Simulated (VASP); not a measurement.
**TaC2: single point with PBE**

The system is TaC2.

```
Ta C
1.0
     3.41039    0.00000    0.00000
    -1.70520    2.95349    0.00000
     0.00000    0.00000    3.63466
Ta C
1 2
Direct
  0.00000 0.00000 0.00000
  0.33333 0.66667 0.50000
  0.66667 0.33333 0.50000
```

* Program: VASP 6.6.1
* Task: single point
* Functional: PBE
* Potentials or basis: VASP PAW PBE potentials, release 64 (Ta_pv, C)
* Cutoff: 520 eV
* k mesh: 6 × 6 × 6
* Occupations: gaussian, width 0.1 eV
* Spin: no spin polarisation

```yaml
Pressure: -41.5 GPa
```

Stress tensor (GPa, compression positive):
```
-33.15   0.00   0.00
  0.00 -33.15   0.00
  0.00   0.00 -58.11
```

Levels at points of the mesh, in eV from the Fermi level:
```
           k point  band 6  band 7  band 8  band 9  band 10  band 11  band 12  band 13
(0.00, 0.00, 0.00)   -4.69   -4.35   -3.65   -3.55     1.05     1.05     1.22     1.22
(0.50, 0.00, 0.00)   -5.32   -4.80   -4.01   -0.60     0.05     0.42     1.68     2.02
(0.00, 0.00, 0.50)   -3.67   -3.67   -3.25   -1.70    -1.70    -0.87    -0.87     0.20
(0.50, 0.00, 0.50)   -6.18   -5.33   -4.56   -1.18     1.44     2.13     2.21     2.93
```

It took 23 s on 1 thread of Intel(R) Xeon(R) Platinum 8175M CPU @ 2.50GHz (Skylake/Cascade Lake), with other jobs on the host, peak memory 0.16 GiB.

Caveat: spin-orbit coupling is left out, which moves the levels of the heavy elements.
